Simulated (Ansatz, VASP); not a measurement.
**Two plane-wave programs on HfO2**

```xyz
6
Lattice="3.5580 0.0000 0.0000 0.0000 3.5580 0.0000 0.0000 0.0000 5.1719" Properties=species:S:1:pos:R:3 pbc="T T T"
Hf    1.7790    1.7790    2.5859
Hf    0.0000    0.0000    0.0000
O     0.0000    1.7790    3.6059
O     1.7790    0.0000    4.1519
O     1.7790    0.0000    1.5660
O     0.0000    1.7790    1.0199
```

Alike in both runs: task single point; functional PBE; k mesh 8 × 8 × 6; no spin polarisation.

|  | VASP | Ansatz |
| --- | --- | --- |
| version | VASP 6.6.1 | Ansatz 0.2.0 |
| potentials or method | VASP PAW PBE potentials, release 64 (Hf_pv, O), cutoff 520 eV | plane waves, PAW |
| occupations | gaussian, width 0.01 eV | fixed |
| valence electrons in the cell | 44 | 76 |

|  | VASP | Ansatz | Ansatz less VASP |
| --- | --- | --- | --- |
| gap on the k mesh at the Fermi level (eV) | 4.76 | 4.77 | +0.015 |

VASP's potentials hold 44 valence electrons a cell and Ansatz's 76, so a difference there can come from the potentials and not from the codes.

Neither program's run includes spin-orbit coupling.
